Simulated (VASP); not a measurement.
Here is a VASP 6.6.1 calculation.

The input POSCAR:

```
Ta2N
1.0
    3.1334770837      0.0000000000      0.0000000000
   -1.5667385418      2.7136707566      0.0000000000
    0.0000000000      0.0000000000      4.9020925425
Ta N
2 1
Direct
    0.3333333333      0.6666666667      0.2547110000
    0.6666666667      0.3333333333      0.7452890000
    0.0000000000      0.0000000000      0.0000000000
```

INCAR.step1

```
ALGO = Normal ; EDIFF = 1E-4
ENCUT = 520 ; GGA = PE
ISMEAR = -1 ; LASPH = T
LCHARG = F ; LREAL = F
LWAVE = T ; NBANDS = 20
NELM = 80 ; PREC = Accurate
SIGMA = 0.05
```

The input INCAR.step2:

```
ALGO = Normal ; EDIFF = 1E-6
ENCUT = 520 ; ISIF = 2
ISMEAR = -1 ; ISTART = 1
LASPH = T ; LCHARG = F
LMIXTAU = T ; LREAL = F
LWAVE = F ; METAGGA = R2SCAN
NBANDS = 20 ; NELM = 80
PREC = Accurate ; SIGMA = 0.05
```

KPOINTS

```
k-points
0
Gamma
  10 10 6
```

Potentials or basis: VASP PAW PBE potentials, release 64 (Ta_pv, N).

Launch:

```console
$ cat potpaw_PBE.64/Ta_pv/POTCAR potpaw_PBE.64/N/POTCAR > POTCAR
$ cp INCAR.step1 INCAR
$ mpirun -np 1 vasp_std > vasp.out
$ cp INCAR.step2 INCAR
$ mpirun -np 1 vasp_std > vasp.out
```

(1) Predict the pressure.

(2) Predict the largest force.

Results:

(1) -9.6 GPa.

(2) 0.067 eV/Å.

Caveat: the PAW data sets were made with another functional, which shifts forces and pressure a little.
